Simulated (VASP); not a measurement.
VH:

```xyz
2
Lattice="0.0000 1.9638 1.9638 1.9638 0.0000 1.9638 1.9638 1.9638 0.0000" Properties=species:S:1:pos:R:3 pbc="T T T"
V     0.0000    0.0000    0.0000
H     1.9638    1.9638    1.9638
```

Base run:

| Item | Value |
| --- | --- |
| Program | VASP 6.6.1 |
| Functional | LDA |
| Potentials or basis | VASP PAW LDA potentials, release 64 (V_sv, H) |
| Cutoff | 500 eV |
| k mesh | 14 × 14 × 14 |
| Occupations | gaussian, width 0.1 eV |
| Spin | collinear spin, ferromagnetic start |
| Starting moments | [0.3, 0.02] μB |
| Fixed moment | 0.4 μB |

Its results: pressure -8.7 GPa; site moments V +0.36; H -0.00 μB.

Q: The run is repeated on the same cell with these changes: fixed moment from 0.4 μB to 1.4 μB; moments at the start from [0.3, 0.02] to [0.99, 0.07]. What comes out?

A: Pressure -2.5 GPa; site moments V +1.21; H +0.00 μB.

Caveats: the total moment is fixed, so each spin has its own Fermi level and the state may be an excited one; the cell stands under tension (at least some runs).
